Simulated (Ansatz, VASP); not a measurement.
## Two plane-wave programs on Li2TiO2

The input INCAR:

```
ALGO = Normal ; EDIFF = 1E-7
ENCUT = 520 ; GGA = PE
ISIF = 2 ; ISMEAR = 0
LASPH = T ; LCHARG = F
LREAL = F ; LWAVE = F
NBANDS = 41 ; NELM = 100
PREC = Accurate ; SIGMA = 0.2
```

The input KPOINTS:

```
k-points
0
Gamma
  6 6 4
```

Contents of POSCAR:

```
Li2TiO2
1.0
    0.0000000000      3.8368868922      0.0000000000
   -1.4638656955     -1.9184434461      4.6951634060
    5.8554627818      0.0000000000      0.0000000000
Li Ti O
4 2 4
Direct
    0.3031676513      0.6063353026      0.1515838256
    0.3031676513      0.6063353026      0.6515838256
    0.6968323487      0.3936646974      0.3484161744
    0.6968323487      0.3936646974      0.8484161744
    1.0000000000      0.0000000000      0.5000000000
    0.0000000000      0.0000000000      0.0000000000
    0.8558143772      0.7116287543      0.1779071886
    0.8558143772      0.7116287543      0.6779071886
    0.1441856228      0.2883712457      0.3220928114
    0.1441856228      0.2883712457      0.8220928114
```

Input for Ansatz:

```yaml
crystal:
  lattice:
    - [0.0, 3.8368868922, 0.0]
    - [-1.4638656955, -1.9184434461, 4.695163406]
    - [5.8554627818, 0.0, 0.0]
  atoms:
    - { symbol: Li, position: [0.3031676513, 0.6063353026, 0.1515838256] }
    - { symbol: Li, position: [0.3031676513, 0.6063353026, 0.6515838256] }
    - { symbol: Li, position: [0.6968323487, 0.3936646974, 0.3484161744] }
    - { symbol: Li, position: [0.6968323487, 0.3936646974, 0.8484161744] }
    - { symbol: Ti, position: [1.0, 0.0, 0.5] }
    - { symbol: Ti, position: [0.0, 0.0, 0.0] }
    - { symbol: O, position: [0.8558143772, 0.7116287543, 0.1779071886] }
    - { symbol: O, position: [0.8558143772, 0.7116287543, 0.6779071886] }
    - { symbol: O, position: [0.1441856228, 0.2883712457, 0.3220928114] }
    - { symbol: O, position: [0.1441856228, 0.2883712457, 0.8220928114] }
basis:
  ecutwfc: 420
kpoints:
  mp_grid: { grid: [6, 6, 4] }
hamiltonian:
  xc: pbe
scf:
  occupations: { method: gaussian, width: 0.2 }
  lower_state_search: "off"
output:
  forces: true
  stress: true
  eigenvalues: true
```

Alike in both runs: task single point; functional PBE; k mesh 6 × 6 × 4; occupations gaussian, width 0.2 eV; no spin polarisation.

```csv
,VASP,Ansatz
version,VASP 6.6.1,Ansatz 0.2.0
potentials or method,"VASP PAW PBE potentials, release 64 (Li_sv, Ti_sv, O), cutoff 520 eV","scalar-relativistic, plane waves, PAW"
valence electrons in the cell,60,60
```

|  | VASP | Ansatz | Ansatz less VASP |
| --- | --- | --- | --- |
| gap on the k mesh at the Fermi level (eV) | none | none | - |
| rms of the force components (eV/Å) | 0.021 | 0.009 | -0.0119 |

Atom by atom the forces differ by 0.018 eV/Å (rms over components). A gap of «none» marks a metal or a gap that the smearing closes. With one functional, cell and mesh, what is left measures potentials, basis and numerics.

Noted on VASP's run: the cutoff is under 1.25 times that of the potentials, so the pressure is a little rough.
